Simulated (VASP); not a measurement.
# Ta2TiSi3 (P4/mmm) in VASP: further runs

Ta2TiSi3 is run at these levels: PBE; tasks: single point, relaxation of cell and atoms.

Program: VASP 6.6.1. These are calculated values, not measurements. Logs are shortened: lines on timing, memory, paths and dates and some standing lists are left out, and cuts for length are marked.

### Step 1. The cell of the first run

The structure is tetragonal, space group P4/mmm (No. 123). Conventional cell: a = 4.590 Å, b = 4.590 Å, c = 6.786 Å, α = 90.00°, β = 90.00°, γ = 90.00°. Within 3.0 Å of Ti (site symmetry 4/mmm) lie 4 Ta at 2.30 Å and 2 Si at 2.30 Å. Ta (site symmetry mmm) has 2 Ti at 2.30 Å within 3.0 Å. Within 2.9 Å of Si (site symmetry 4mm) lie 1 Si at 2.19 Å and 1 Ti at 2.30 Å. Si (site symmetry 4/mmm) has 8 Si at 3.43 Å and 8 Ta at 4.10 Å within 4.5 Å.

### Step 2. Single point, PBE

INCAR reads:

```
SYSTEM = Ta2TiSi3
PREC     = Accurate       ! precision mode
ENCUT    = 520            ! plane-wave cutoff, eV
EDIFF    = 1E-6           ! SCF threshold, eV
ISMEAR   = 0              ! smearing method
SIGMA    = 0.1            ! smearing width, eV
LREAL    = .False.        ! projectors in reciprocal space
LASPH    = .True.         ! aspherical terms in the spheres
NELM     = 60             ! most SCF steps
ALGO     = Normal         ! electronic algorithm
ISIF     = 2              ! what is computed and relaxed
LWAVE    = .False.        ! write WAVECAR
LCHARG   = .False.        ! write CHGCAR
GGA      = PE             ! functional
NBANDS   = 32             ! bands
```

KPOINTS reads:

```
regular mesh
0
Gamma
  4 4 4
  0 0 0
```

POSCAR reads:

```
Ta2TiSi3
1.0
    4.5900390272      0.0000000000      0.0000000000
    0.0000000000      4.5900390272      0.0000000000
    0.0000000000      0.0000000000      6.7857482343
Ti Ta Si
1 2 3
Direct
    0.5000000000      0.5000000000      0.5000000000
    0.0000000000      0.5000000000      0.5000000000
    0.5000000000      0.0000000000      0.5000000000
    0.5000000000      0.5000000000      0.1611983978
    0.5000000000      0.5000000000      0.8388016022
    0.0000000000      0.0000000000      0.0000000000
```

Potentials or basis: VASP PAW PBE potentials, release 64 (Ti_sv, Ta_pv, Si).

The run is started by

```bash
$ cat potpaw_PBE.64/Ti_sv/POTCAR potpaw_PBE.64/Ta_pv/POTCAR potpaw_PBE.64/Si/POTCAR > POTCAR
$ mpirun -np 1 vasp_std > vasp.out
```

OUTCAR:

```text
SYSTEM = Ta2TiSi3
   PREC = Accurate
   ENCUT = 520
   EDIFF = 1E-6
   ISMEAR = 0
   LREAL = .False.
   LASPH = .True.
   NELM = 60
   ISIF = 2
   GGA = PE

 ion  position               nearest neighbor table
   1  0.500  0.500  0.500-   2 2.30   3 2.30   3 2.30   2 2.30   4 2.30   5 2.30
   2  0.000  0.500  0.500-   1 2.30   1 2.30   3 3.25   3 3.25   3 3.25   3 3.25   4 3.25   4 3.25
                             5 3.25   5 3.25
   3  0.500  0.000  0.500-   1 2.30   1 2.30   2 3.25   2 3.25   2 3.25   2 3.25   4 3.25   5 3.25
                             4 3.25   5 3.25
   4  0.500  0.500  0.161-   5 2.19   1 2.30   3 3.25   2 3.25   3 3.25   2 3.25
   5  0.500  0.500  0.839-   4 2.19   1 2.30   3 3.25   2 3.25   3 3.25   2 3.25
   6  0.000  0.000  0.000-

  LATTYP: Found a simple tetragonal cell.
 ALAT       =     4.5900390272
 C/A-ratio  =     1.4783639516

  Lattice vectors:

 A1 = (   4.5900390272,   0.0000000000,   0.0000000000)
 A2 = (   0.0000000000,   4.5900390272,   0.0000000000)
 A3 = (   0.0000000000,   0.0000000000,   6.7857482343)

Analysis of symmetry for initial positions (statically):
=====================================================================
 Subroutine PRICEL returns:
 Original cell was already a primitive cell.

 Routine SETGRP: Setting up the symmetry group for a
 simple tetragonal supercell.

 Subroutine GETGRP returns: Found 16 space group operations
 (whereof 16 operations were pure point group operations)
 out of a pool of 16 trial point group operations.

The static configuration has the point symmetry D_4h.

Analysis of symmetry for dynamics (positions and initial velocities):
=====================================================================
 Subroutine PRICEL returns:
 Original cell was already a primitive cell.

 Routine SETGRP: Setting up the symmetry group for a
 simple tetragonal supercell.

 Subroutine GETGRP returns: Found 16 space group operations
 (whereof 16 operations were pure point group operations)
 out of a pool of 16 trial point group operations.

The dynamic configuration has the point symmetry D_4h.

 Subroutine INISYM returns: Found 16 space group operations
 (whereof 16 operations are pure point group operations),
 and found     1 'primitive' translations

----------------------------------------------------------------------------------------

                                     Primitive cell

  volume of cell :     142.9653

  direct lattice vectors                    reciprocal lattice vectors
     4.590039027  0.000000000  0.000000000     0.217863071  0.000000000  0.000000000
     0.000000000  4.590039027  0.000000000     0.000000000  0.217863071  0.000000000
     0.000000000  0.000000000  6.785748234     0.000000000  0.000000000  0.147367684

  length of vectors
     4.590039027  4.590039027  6.785748234     0.217863071  0.217863071  0.147367684

  position of ions in fractional coordinates (direct lattice)
     0.500000000  0.500000000  0.500000000
     0.000000000  0.500000000  0.500000000
     0.500000000  0.000000000  0.500000000
     0.500000000  0.500000000  0.161198398
     0.500000000  0.500000000  0.838801602
     0.000000000  0.000000000  0.000000000

  ion indices of the primitive-cell ions
   primitive index   ion index
                 1           1
                 2           2
                 3           3
                 4           4
                 5           5
                 6           6

----------------------------------------------------------------------------------------

 KPOINTS: regular mesh

Automatic generation of k-mesh.
 Grid dimensions read from file:
 generate k-points for:    4    4    4

 Generating k-lattice:

  Cartesian coordinates                     Fractional coordinates (reciprocal lattice)
     0.054465768  0.000000000  0.000000000     0.250000000  0.000000000  0.000000000
     0.000000000  0.054465768  0.000000000     0.000000000  0.250000000  0.000000000
     0.000000000  0.000000000  0.036841921     0.000000000  0.000000000  0.250000000

  Length of vectors
     0.054465768  0.054465768  0.036841921

  Shift w.r.t. Gamma in fractional coordinates (k-lattice)
     0.000000000  0.000000000  0.000000000

 Subroutine IBZKPT returns following result:
 ===========================================

 Found     18 irreducible k-points:

 Following reciprocal coordinates:
            Coordinates               Weight
  0.000000  0.000000  0.000000      1.000000
  0.250000  0.000000  0.000000      4.000000
  0.500000  0.000000  0.000000      2.000000
  0.250000  0.250000  0.000000      4.000000
  0.500000  0.250000  0.000000      4.000000
  0.500000  0.500000  0.000000      1.000000
[... 10 lines left out ...]
  0.500000  0.250000  0.500000      4.000000
  0.500000  0.500000  0.500000      1.000000
   k-points           NKPTS =     18   k-points in BZ     NKDIM =     18   number of bands    NBANDS=     32
   number of dos      NEDOS =    301   number of ions     NIONS =      6
   total plane-waves  NPLWV =  64800
   dimension x,y,z NGX =    36 NGY =   36 NGZ =   50
   dimension x,y,z NGXF=    72 NGYF=   72 NGZF=  100
   ions per type =               1   2   3
   NGX,Y,Z   is equivalent  to a cutoff of  13.04, 13.04, 12.25 a.u.
   NGXF,Y,Z  is equivalent  to a cutoff of  26.08, 26.08, 24.50 a.u.
 SYSTEM =  Ta2TiSi3
   PREC   = accura    normal or accurate (medium, high low for compatibility)
   ISTART =      0    job   : 0-new  1-cont  2-samecut
   ICHARG =      2    charge: 1-file 2-atom 10-const
   ISPIN  =      1    spin polarized calculation?
   LNONCOLLINEAR =      F non collinear calculations
   LSORBIT =      F    spin-orbit coupling
   LASPH  =      T    aspherical Exc in radial PAW
   ENCUT  =  520.0 eV  38.22 Ry    6.18 a.u.   8.53  8.53 12.62*2*pi/ulx,y,z
   NELM   =     60;   NELMIN=  2; NELMDL= -5     # of ELM steps
   EDIFF  = 0.1E-05   stopping-criterion for ELM
   LREAL  =      F    real-space projection
   EDIFFG = 0.1E-04   stopping-criterion for IOM
   NSW    =      0    number of steps for IOM
   IBRION =     -1    ionic relax: 0-MD 1-quasi-New 2-CG
   NFREE  =      0    steps in history (QN), initial steepest desc. (CG)
   ISIF   =      2    stress and relaxation
   ISYM   =      2    0-nonsym 1-usesym 2-fastsym
   POTIM  = 0.5000    time-step for ionic-motion
   TEBEG  =    0.0;   TEEND  =   0.0 temperature during run
   PSTRESS=    0.0 pullay stress
   NELECT =      46.0000    total number of electrons
   NUPDOWN=      -1.0000    fix difference up-down
   EMIN   =  10.00;   EMAX   =-10.00  energy-range for DOS
   EFERMI =   0.00;   METHOD = LEGACY
   ISMEAR =     0;   SIGMA  =   0.10  broadening in eV -4-tet -1-fermi 0-gaus
   EFERMI_NEDOS =   21; number of points for ismear=-14 and -15
   IALGO  =     38    algorithm
   IMIX   =      4    mixing-type and parameters
     AMIX     =   0.40;   BMIX     =  1.00
     AMIX_MAG =   1.60;   BMIX_MAG =  1.00
  volume/ion in A,a.u.               =      23.83       160.80
  Fermi-wavevector in a.u.,A,eV,Ry     =   1.121805  2.119904 17.122196  1.258446
  Thomas-Fermi vector in A             =   2.258461
   LORBIT       =      0    0 simple, 1 ext, 2 COOP (PROOUT), +10 PAW based schemes
   GGA     = PE    functional components
   LHFCALC =     F    Hartree Fock is set to
   AEXX    =    0.0000 exact exchange contribution
   IVDW    =     0    specifies the selected vdW correction
   LEPSILON=     F    determine dielectric tensor
   LRPA    =     F    only Hartree local field effects (RPA)
 non-spin polarized calculation
 Gauss-broadening in eV      SIGMA  =   0.10
  energy-cutoff  :      520.00
  volume of cell :      142.97
 maximum number of plane-waves:      3876
 NGX is ok and might be reduce to    36
   NGX = 17   NGY = 17   NGZ = 25

 number of electron      46.0000017 magnetization

 Free energy of the ion-electron system (eV)
  ---------------------------------------------------
  ext. energy  EPLUGINS =         0.00000000
  ---------------------------------------------------
  free energy    TOTEN  =       -37.80986451 eV

  energy without entropy =      -37.78950443  energy(sigma->0) =      -37.79968447

 E-fermi :   4.3618     XC(G=0):  -9.7418

 val. band max:        4.3602471540   @ k =   0.0000   0.0000   0.5000
 cond. band min:       4.3984838619   @ k =   0.2500   0.0000   0.0000
 fundamental gap:      0.0382367079
 Fermi energy:         4.3618110443

 k-point     1 :       0.0000    0.0000    0.0000
  band No.  band energies     occupation
      1     -51.0110      2.00000
      2     -31.3412      2.00000
      3     -31.3412      2.00000
      4     -30.8478      2.00000
      5     -30.7745      2.00000
      6     -30.4822      2.00000
[... 24 lines left out ...]
     31       8.0766      0.00000
     32       8.3719      0.00000

 k-point     2 :       0.2500    0.0000    0.0000
  band No.  band energies     occupation
      1     -51.0179      2.00000
      2     -31.3240      2.00000
      3     -31.0505      2.00000
      4     -30.8342      2.00000
      5     -30.7818      2.00000
      6     -30.4991      2.00000
[... 24 lines left out ...]
     31       6.8234      0.00000
     32       6.9521      0.00000

 k-point     3 :       0.5000    0.0000    0.0000
  band No.  band energies     occupation
      1     -51.0248      2.00000
      2     -31.3060      2.00000
      3     -30.8113      2.00000
      4     -30.7984      2.00000
      5     -30.6573      2.00000
      6     -30.5354      2.00000
[... 24 lines left out ...]
     31       6.0808      0.00000
     32       6.2577      0.00000

 k-point     4 :       0.2500    0.2500    0.0000
  band No.  band energies     occupation
      1     -51.0248      2.00000
      2     -31.0599      2.00000
      3     -31.0080      2.00000
      4     -30.8232      2.00000
      5     -30.7864      2.00000
      6     -30.5655      2.00000
[... 444 lines left out ...]
     31       7.2726      0.00000
     32       7.7254      0.00000

 k-point    17 :       0.5000    0.2500    0.5000
  band No.  band energies     occupation
      1     -51.0317      2.00000
      2     -31.0204      2.00000
      3     -30.8047      2.00000
      4     -30.7983      2.00000
      5     -30.6530      2.00000
      6     -30.6114      2.00000
[... 24 lines left out ...]
     31       6.8713      0.00000
     32       6.9670      0.00000

 k-point    18 :       0.5000    0.5000    0.5000
  band No.  band energies     occupation
      1     -51.0385      2.00000
      2     -30.7982      2.00000
      3     -30.7982      2.00000
      4     -30.7154      2.00000
      5     -30.6446      2.00000
      6     -30.5979      2.00000
[... 24 lines left out ...]
     31       6.6419      0.00000
     32       6.9953      0.00000

------------------------ aborting loop because EDIFF is reached ----------------------------------------

  FORCE on cell =-STRESS in cart. coord.  units (eV):
  Direction    XX          YY          ZZ          XY          YZ          ZX
  --------------------------------------------------------------------------------------
  -------------------------------------------------------------------------------------
  Total        0.1469343      0.1469343     -0.0639419      0.0000000     -0.0000000      0.0000000
  in kB        1.6466580      1.6466580     -0.7165813      0.0000000     -0.0000000      0.0000000
  external PRESSURE =       0.8589116 kB  Pullay stress =       0.0000000 kB

 VOLUME and BASIS-vectors are now :
 -----------------------------------------------------------------------------
  energy-cutoff  :      520.00
  volume of cell :      142.97
      direct lattice vectors                 reciprocal lattice vectors
     4.590039027  0.000000000  0.000000000     0.217863071  0.000000000  0.000000000
     0.000000000  4.590039027  0.000000000     0.000000000  0.217863071  0.000000000
     0.000000000  0.000000000  6.785748234     0.000000000  0.000000000  0.147367684

 POSITION                                       TOTAL-FORCE (eV/Angst)
 -----------------------------------------------------------------------------------
      2.29502      2.29502      3.39287         0.000000     -0.000000      0.000000
      0.00000      2.29502      3.39287         0.000000     -0.000000      0.000000
      2.29502      0.00000      3.39287         0.000000     -0.000000      0.000000
      2.29502      2.29502      1.09385         0.000000     -0.000000      0.000764
      2.29502      2.29502      5.69190         0.000000      0.000000     -0.000764
      0.00000      0.00000      0.00000         0.000000     -0.000000      0.000000
 -----------------------------------------------------------------------------------
    total drift:                                0.000000      0.000000      0.000000

  FREE ENERGIE OF THE ION-ELECTRON SYSTEM (eV)
  ---------------------------------------------------
  free  energy   TOTEN  =       -37.8098645133 eV

  energy  without entropy=      -37.7895044273  energy(sigma->0) =      -37.79968447
```

Run time: 63 s. Hardware: 1 thread of Intel Xeon Platinum 8488C (Sapphire Rapids), shared host; peak memory 0.28 GiB.

Results:

| Property | Result |
| --- | --- |
| Free energy | -37.8099 eV |
| Pressure | 0.1 GPa |
| Band gap on the k mesh | zero (band 23 reaches 5.03 eV, above the bottom of band 24 at 3.90 eV) |

Caveat: spin-orbit coupling is left out, which moves the levels of the heavy elements.

[end of part 1 of 2]
